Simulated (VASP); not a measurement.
Input of a VASP 6.6.1 run:

Contents of INCAR:

```
PREC = Accurate ; ENCUT = 520
EDIFF = 1E-6 ; ISMEAR = 0
SIGMA = 0.15 ; LREAL = False
LASPH = True ; NELM = 80
ALGO = Fast ; ISIF = 2
LWAVE = False ; LCHARG = False
GGA = CA ; NBANDS = 38
```

File KPOINTS:

```
Automatic mesh
0
Gamma
  18 18 6
```

The input POSCAR:

```
Rh
1.0
    2.8521676970      0.0000000000      0.0000000000
   -1.4260838485      1.9637740678      0.0000000000
    0.0000000000      0.0000000000      9.3021638489
Rh
4
Direct
    0.0000000000      0.0000000000      0.0000000000
    0.3333333333      0.6666666667      0.2500000000
    0.0000000000      0.0000000000      0.5000000000
    0.6666666667      0.3333333333      0.7500000000
```

Potentials or basis: VASP PAW LDA potentials, release 64 (Rh_pv).

Command:

```console
$ cat potpaw_LDA.64/Rh_pv/POTCAR > POTCAR
$ mpirun -np 1 vasp_std > vasp.out
```

Task: Predict the band gap on the k mesh.

Result: Zero (bands 30 and 31 overlap by 3.74 eV).

Task: Estimate the largest force.

Result: 0.356 eV/Å.

Forces on the atoms (eV/Å):
```
Rh   0.000  0.000  0.000
Rh   0.000  0.356  0.000
Rh   0.000  0.000  0.000
Rh   0.000 -0.356  0.000
```

Caveat: the cell differs from its parent crystal (strain +e along x and -e along y +0.1100, strain +e along z and -e/2 along x and y +0.0733).
